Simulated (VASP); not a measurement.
Input of a VASP 6.6.1 run:

The input POSCAR:

```
LiCl
1.0
    6.9719084933     -1.7365992457      0.1823832716
    6.9719084933      1.7365992457      0.1823832716
   -1.8514803110      0.0000000000      2.9892534032
Li Cl
2 2
Direct
    0.1574780802      0.1574780802      1.0649645336
    0.8425219198      0.8425219198     -0.0649645336
    0.3619308792      0.3619308792      0.4738526693
    0.6380691208      0.6380691208      0.5261473307
```

INCAR.step1

```
SYSTEM = LiCl
ALGO = Normal
EDIFF = 1E-4
ENCUT = 520
GGA = PE
ISMEAR = -1
LASPH = .True.
LCHARG = .False.
LREAL = .False.
LWAVE = .True.
NBANDS = 18
NELM = 60
PREC = Accurate
SIGMA = 0.03
```

INCAR.step2

```
SYSTEM = LiCl
ALGO = Normal
BPARAM = 11.95
CPARAM = 0.0093
EDIFF = 1E-6
ENCUT = 520
ISIF = 2
ISMEAR = -1
ISTART = 1
IVDW_NL = 2
LASPH = .True.
LCHARG = .True.
LELF = .True.
LMIXTAU = .True.
LREAL = .False.
LUSE_VDW = .True.
LVHAR = .True.
LWAVE = .False.
METAGGA = R2SCAN
NBANDS = 18
NELM = 60
PREC = Accurate
SIGMA = 0.03
```

The input KPOINTS:

```
k-points
0
Gamma
  8 8 8
  0 0 0
```

Potentials or basis: VASP PAW PBE potentials, release 64 (Li_sv, Cl).

Command:

```sh
$ cat potpaw_PBE.64/Li_sv/POTCAR potpaw_PBE.64/Cl/POTCAR > POTCAR
$ cp INCAR.step1 INCAR
$ mpirun -np 1 vasp_std > vasp.out
$ cp INCAR.step2 INCAR
$ mpirun -np 1 vasp_std > vasp.out
```

(1) Predict the largest force.

(2) What does it give for the band gap on the k mesh?

## Answers

(1) 0.032 eV/Å.

(2) 6.53 eV (least direct gap 6.58 eV).

Caveat: the PAW data sets were made with another functional, which shifts forces and pressure a little.
